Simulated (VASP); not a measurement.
Here is a VASP 6.6.1 calculation.

POSCAR

```
La2O3
1.0
    3.7776974828      0.0000000000      0.0000000000
   -1.8888487414      3.2715819879      0.0000000000
    0.0000000000      0.0000000000      6.4355832607
La O
2 3
Direct
    0.6666666667      0.3333333333      0.7538316293
    0.3333333333      0.6666666667      0.2461683707
    0.6666666667      0.3333333333      0.3599304210
    0.3333333333      0.6666666667      0.6400695790
    0.0000000000      0.0000000000      0.0000000000
```

File INCAR.step1:

```
PREC = Accurate
ENCUT = 520
ISMEAR = 0
SIGMA = 0.01
LREAL = F
LASPH = T
NELM = 60
NBANDS = 28
GGA = PE
ALGO = Normal
EDIFF = 1E-4
LWAVE = T
LCHARG = F
```

File INCAR.step2:

```
PREC = Accurate
ENCUT = 520
EDIFF = 1E-6
ISMEAR = 0
SIGMA = 0.01
LREAL = F
LASPH = T
NELM = 60
ALGO = Normal
ISIF = 2
LWAVE = F
LCHARG = F
METAGGA = R2SCAN
LMIXTAU = T
NBANDS = 28
ISTART = 1
```

Contents of KPOINTS:

```
Automatic mesh
0
Gamma
  12 12 4
```

Potentials or basis: VASP PAW PBE potentials, release 64 (La, O).

Run with:

```console
$ cat potpaw_PBE.64/La/POTCAR potpaw_PBE.64/O/POTCAR > POTCAR
$ cp INCAR.step1 INCAR
$ mpirun -np 1 vasp_std > vasp.out
$ cp INCAR.step2 INCAR
$ mpirun -np 1 vasp_std > vasp.out
```

Estimate the pressure.

6.7 GPa.

What does it give for the band gap on the k mesh?

4.14 eV, indirect (least direct gap 4.36 eV).

Predict the largest force.

0.028 eV/Å.

Stress tensor (GPa, compression positive):
```
10.26  0.00  0.00
 0.00 10.26  0.00
 0.00  0.00 -0.45
```

Caveat: the cell differs from its parent crystal (epitaxial xy strain -4.0%); the PAW data sets were made with another functional, which shifts forces and pressure a little; spin-orbit coupling is left out, which moves the levels of the heavy elements. A k mesh can miss the band edges.
